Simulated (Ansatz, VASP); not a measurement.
## Mo: VASP beside Ansatz

```
Mo
1.0
     0.00000    2.09056    2.09056
     2.01500    0.07556    2.01500
     2.01500    2.01500    0.07556
Mo
1
Direct
  0.00000 0.00000 0.00000
```

Change from the starting cell: strain +0.0750 x Voigt [0, 0, 0, 1, 0, 0], atoms carried along.

Alike in both runs: task single point; functional LDA; k mesh 20 × 20 × 20; occupations gaussian, width 0.15 eV; no spin polarisation.

|  | VASP | Ansatz |
| --- | --- | --- |
| version | VASP 6.6.1 | Ansatz 0.2.0 |
| potentials or method | VASP PAW LDA potentials, release 64 (Mo_sv), cutoff 520 eV | scalar-relativistic, plane waves, PAW |
| valence electrons in the cell | 14 | 14 |

Ansatz gave:

| Item | Value |
| --- | --- |
| gap on the k mesh at the Fermi level (eV) | none |
| pressure (GPa) | -15.3 |
| traceless stress, the component that is largest in VASP (GPa) | 1.96 |

**Question.** What did VASP give for the same quantities?

**Answer.** gap on the k mesh at the Fermi level (eV): none; pressure (GPa): -14.4; traceless stress, the component that is largest in VASP (GPa): 1.85.

LDA's correlation is that of Perdew and Zunger in VASP and of Perdew and Wang (1992) in Ansatz. A gap of «none» marks a metal or a gap that the smearing closes.
